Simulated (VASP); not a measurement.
Runs of VASP 6.6.1 on Ta. The structure is that of space group P6_3/mmc (No. 194), or close to it. The cells are those of the table. This isn't the form of Ta at room conditions, which is bcc.

```csv
cell,k mesh,gap on the mesh (eV),pressure (GPa)
"a = 2.853, b = 2.853, c = 9.698 Å, angles 90.0, 90.0, 120.0°, 4 atoms",14 × 14 × 4,none,(a)
"a = 2.933, b = 2.933, c = 9.972 Å, angles 90.0, 90.0, 120.0°, 4 atoms",12 × 12 × 4,none,0.5
"a = 2.811, b = 2.811, c = 9.556 Å, angles 90.0, 90.0, 120.0°, 4 atoms",14 × 14 × 4,none,32.9
"a = 2.893, b = 2.893, c = 9.837 Å, angles 90.0, 90.0, 120.0°, 4 atoms",14 × 14 × 4,none,9.4
```

Alike in all rows: task single point; level r2SCAN; potentials or basis VASP PAW PBE potentials, release 64 (Ta_pv); no spin polarisation; cutoff (eV) 520; smearing fermi-dirac 0.1 eV.

Question: Estimate the missing entries.

Answer: (a) 20.1.

Caveats: the PAW data sets were made with another functional, which shifts forces and pressure a little; spin-orbit coupling is left out, which moves the levels of the heavy elements; the cell stands under pressure (at least some runs).

A k mesh can miss the band edges, and the runs leave out spin-orbit coupling on Ta.

A gap of «none» marks levels without a gap at the run's occupations.
